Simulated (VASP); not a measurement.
**C: single point with PBE+D3(BJ)**

The system is C, a slab with vacuum.

```
CELL_PARAMETERS angstrom
2.46497 0.00000 0.00000
-1.23249 2.13473 0.00000
0.00000 0.00000 26.00000
ATOMIC_POSITIONS crystal
C 0.00000 0.00000 0.50000
C 0.66667 0.33333 0.50000
```

```
Program                : VASP 6.6.1
Task                   : single point
Functional             : PBE
Dispersion             : D3(BJ)
Potentials or basis    : VASP PAW PBE potentials, release 64 (C)
Cutoff                 : 520 eV
k mesh                 : 9 × 9 × 1
Occupations            : gaussian, width 0.1 eV
Spin                   : no spin polarisation
Dipole correction      : yes
Further INCAR settings : ALGO = Normal; EDIFF = 1e-06; NBANDS = 11
```

| Quantity | Value |
| --- | --- |
| Band gap on the k mesh | zero (filled and empty bands touch) |
| Dispersion energy per atom | -0.089 eV |

Levels at points of the mesh, in eV from the Fermi level:
```csv
k point,band 1,band 2,band 3,band 4,band 5,band 6,band 7,band 8
"(0.00, 0.00, 0.00)",-19.53,-7.63,-3.05,-3.05,3.26,4.03,4.30,4.76
```

Run time: 16 s on 1 thread of Intel(R) Xeon(R) 6975P-C (Granite Rapids), with other jobs on the host, peak memory 0.23 GiB.
